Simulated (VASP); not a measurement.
A run of VASP 6.6.1 is set up as follows.

INCAR

```
SYSTEM = MgSc
PREC = Accurate ; ENCUT = 520
EDIFF = 1E-6 ; ISMEAR = -1
SIGMA = 0.1 ; LREAL = .False.
LASPH = .True. ; NELM = 60
ALGO = Normal ; ISIF = 2
LWAVE = .False. ; LCHARG = .False.
GGA = PS ; NBANDS = 14
```

Contents of KPOINTS:

```
Automatic mesh
0
Gamma
  9 9 9
  0 0 0
```

File POSCAR:

```
MgSc
1.0
    3.5964512400      0.0000000000      0.0000000000
    0.0000000000      3.5964512400      0.0000000000
    0.0000000000      0.0000000000      3.5964512400
Mg Sc
1 1
Direct
    0.0000000000      0.0000000000      0.0000000000
    0.5000000000      0.5000000000      0.5000000000
```

Potentials or basis: VASP PAW PBE potentials, release 64 (Mg, Sc_sv).

Launch:

```console
$ cat potpaw_PBE.64/Mg/POTCAR potpaw_PBE.64/Sc_sv/POTCAR > POTCAR
$ mpirun -np 1 vasp_std > vasp.out
```

(1) Estimate the pressure.

Results:

(1) -1.3 GPa.

Caveat: the PAW data sets were made with another functional, which shifts forces and pressure a little.
